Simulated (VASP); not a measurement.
# Ir (R-3m) in VASP: a series of runs, part 2 of 2

VASP 6.6.1. The steps go on from the part before.

**3. Electric field gradients, PBEsol (equal xy, yz and zx shear strains of -2 %)**

Input file INCAR:

```
SYSTEM = Ir
ALGO = Normal
EDIFF = 1E-8
ENCUT = 520
GGA = PS
ISIF = 2
ISMEAR = -1
LASPH = .TRUE.
LCHARG = .FALSE.
LEFG = .TRUE.
LREAL = .FALSE.
LWAVE = .FALSE.
NBANDS = 10
NELM = 80
PREC = Accurate
SIGMA = 0.05
```

Input file KPOINTS:

```
k-points
0
G
  18 18 18
  0 0 0
```

Input file POSCAR:

```
Ir
1.0
   -0.0383940000      1.9005030000      1.9005030000
    1.9005030000     -0.0383940000      1.9005030000
    1.9005030000      1.9005030000     -0.0383940000
Ir
1
Direct
    0.0000000000      0.0000000000      0.0000000000
```

Potentials or basis: VASP PAW PBE potentials, release 64 (Ir).

Started as:

```
$ cat potpaw_PBE.64/Ir/POTCAR > POTCAR
$ mpirun -np 1 vasp_std > vasp.out
```

OUTCAR:

```text
SYSTEM = Ir
   EDIFF = 1E-8
   ENCUT = 520
   GGA = PS
   ISIF = 2
   ISMEAR = -1
   LASPH = .TRUE.
   LREAL = .FALSE.
   NELM = 80
   PREC = Accurate

 ion  position               nearest neighbor table
   1  0.000  0.000  0.000-

  LATTYP: Found a trigonal (rhomboedric) cell.
 ALAT       =     2.6879913328
 COS(alpha) =     0.4797000918

  Lattice vectors:

 A1 = (  -0.0383940000,   1.9005030000,   1.9005030000)
[... 518 lines left out ...]
    total drift:                                0.000000     -0.000000     -0.000000

  FREE ENERGIE OF THE ION-ELECTRON SYSTEM (eV)
  ---------------------------------------------------
  free  energy   TOTEN  =        -9.8102629152 eV

  energy  without entropy=       -9.8023649282  energy(sigma->0) =       -9.80631392

 Electric field gradients (V/A^2)
---------------------------------------------------------------------
 ion       V_xx      V_yy      V_zz      V_xy      V_xz      V_yz
---------------------------------------------------------------------
   1      -0.000     0.000    -0.000   -23.230   -23.230   -23.230
---------------------------------------------------------------------

 Electric field gradients after diagonalization (V/A^2)
 (convention: |V_zz| > |V_xx| > |V_yy|)
----------------------------------------------------------------------
 ion       V_xx      V_yy      V_zz     asymmetry (V_yy - V_xx)/ V_zz
----------------------------------------------------------------------
   1      23.230    23.230   -46.459       0.000
----------------------------------------------------------------------

           NMR quadrupolar parameters

 Cq : quadrupolar parameter    Cq=e*Q*V_zz/h
 eta: asymmetry parameters     (V_yy - V_xx)/ V_zz
 Q  : nuclear electric quadrupole moment in mb (millibarn)
----------------------------------------------------------------------
 ion       Cq(MHz)       eta       Q (mb)
----------------------------------------------------------------------
   1      -0.112       0.000       1.000
----------------------------------------------------------------------
```

Run time: 92 s. Hardware: 1 thread of Intel Xeon 8259CL, shared host; peak memory 0.2 GiB.

Results:

- Free energy: -9.8103 eV
- Pressure: -1.1 GPa
- Band gap on the k mesh: zero (an odd number of electrons rules out a gap without spin polarisation)
- Largest electric field gradient by atom: Ir -46.5 V/Å²

Electric field gradients, principal values (V/Å²):
| atom | least | middle | greatest (by size) |
| --- | --- | --- | --- |
| 1 Ir | 23.230 | 23.230 | -46.459 |

Caveat: the cell differs from its parent crystal (equal xy, yz and zx shear strains of -2 %); without QUAD_EFG the Cq values of the log hold for a quadrupole moment of 1 mb, not for the nuclei; the PAW data sets were made with another functional, which shifts forces and pressure a little; spin-orbit coupling is left out, which moves the levels of the heavy elements.

**4. Electric field gradients, PBEsol (equal xy, yz and zx shear strains of +2 %)**

Input file INCAR:

```
SYSTEM = Ir
  ALGO = Normal
  EDIFF = 1E-8
  ENCUT = 520
  GGA = PS
  ISIF = 2
  ISMEAR = -1
  LASPH = .True.
  LCHARG = .False.
  LEFG = .True.
  LREAL = .False.
  LWAVE = .False.
  NBANDS = 10
  NELM = 60
  PREC = Accurate
  SIGMA = 0.05
```

Input file KPOINTS:

```
k-points
0
Gamma
  18 18 18
  0 0 0
```

Input file POSCAR:

```
Ir
1.0
    0.0383940000      1.9388970000      1.9388970000
    1.9388970000      0.0383940000      1.9388970000
    1.9388970000      1.9388970000      0.0383940000
Ir
1
Direct
    0.0000000000      0.0000000000      0.0000000000
```

Potentials or basis: VASP PAW PBE potentials, release 64 (Ir).

Started as:

```
$ cat potpaw_PBE.64/Ir/POTCAR > POTCAR
$ mpirun -np 1 vasp_std > vasp.out
```

OUTCAR:

```text
SYSTEM = Ir
   EDIFF = 1E-8
   ENCUT = 520
   GGA = PS
   ISIF = 2
   ISMEAR = -1
   LASPH = .True.
   LREAL = .False.
   NELM = 60
   PREC = Accurate

 ion  position               nearest neighbor table
   1  0.000  0.000  0.000-

  LATTYP: Found a trigonal (rhomboedric) cell.
 ALAT       =     2.7422832189
 COS(alpha) =     0.5197000882

  Lattice vectors:

 A1 = (   0.0383940000,   1.9388970000,   1.9388970000)
 A2 = (   1.9388970000,   0.0383940000,   1.9388970000)
 A3 = (   1.9388970000,   1.9388970000,   0.0383940000)

Analysis of symmetry for initial positions (statically):
=====================================================================
 Subroutine PRICEL returns:
 Original cell was already a primitive cell.

 Routine SETGRP: Setting up the symmetry group for a
 trigonal (rhombohedral) supercell.

 Subroutine GETGRP returns: Found 12 space group operations
[... 492 lines left out ...]

 VOLUME and BASIS-vectors are now :
 -----------------------------------------------------------------------------
  energy-cutoff  :      520.00
  volume of cell :       14.14
      direct lattice vectors                 reciprocal lattice vectors
     0.038394000  1.938897000  1.938897000    -0.265667542  0.260508949  0.260508949
     1.938897000  0.038394000  1.938897000     0.260508949 -0.265667542  0.260508949
     1.938897000  1.938897000  0.038394000     0.260508949  0.260508949 -0.265667542

 POSITION                                       TOTAL-FORCE (eV/Angst)
 -----------------------------------------------------------------------------------
      0.00000      0.00000      0.00000         0.000000      0.000000      0.000000
 -----------------------------------------------------------------------------------
    total drift:                                0.000000      0.000000     -0.000000

  FREE ENERGIE OF THE ION-ELECTRON SYSTEM (eV)
  ---------------------------------------------------
  free  energy   TOTEN  =        -9.8104835698 eV

  energy  without entropy=       -9.8027294834  energy(sigma->0) =       -9.80660653

 Electric field gradients (V/A^2)
---------------------------------------------------------------------
 ion       V_xx      V_yy      V_zz      V_xy      V_xz      V_yz
---------------------------------------------------------------------
   1       0.000     0.000     0.000    24.706    24.706    24.706
---------------------------------------------------------------------

 Electric field gradients after diagonalization (V/A^2)
 (convention: |V_zz| > |V_xx| > |V_yy|)
----------------------------------------------------------------------
 ion       V_xx      V_yy      V_zz     asymmetry (V_yy - V_xx)/ V_zz
----------------------------------------------------------------------
   1     -24.706   -24.706    49.412       0.000
----------------------------------------------------------------------

           NMR quadrupolar parameters

 Cq : quadrupolar parameter    Cq=e*Q*V_zz/h
 eta: asymmetry parameters     (V_yy - V_xx)/ V_zz
 Q  : nuclear electric quadrupole moment in mb (millibarn)
----------------------------------------------------------------------
 ion       Cq(MHz)       eta       Q (mb)
----------------------------------------------------------------------
   1       0.119       0.000       1.000
----------------------------------------------------------------------
```

It took 96 s on 1 thread of Intel Xeon 8259CL, shared host; peak memory 0.2 GiB.

Results:

```
Free energy                             : -9.8105 eV
Pressure                                : -1.1 GPa
Band gap on the k mesh                  : zero (an odd number of electrons rules out a gap without spin polarisation)
Largest electric field gradient by atom : Ir +49.4 V/Å²
```

Electric field gradients, principal values (V/Å²):
| atom | least | middle | greatest (by size) |
| --- | --- | --- | --- |
| 1 Ir | -24.706 | -24.706 | 49.412 |

Caveat: the cell differs from its parent crystal (equal xy, yz and zx shear strains of +2 %); without QUAD_EFG the Cq values of the log hold for a quadrupole moment of 1 mb, not for the nuclei; the PAW data sets were made with another functional, which shifts forces and pressure a little; spin-orbit coupling is left out, which moves the levels of the heavy elements.
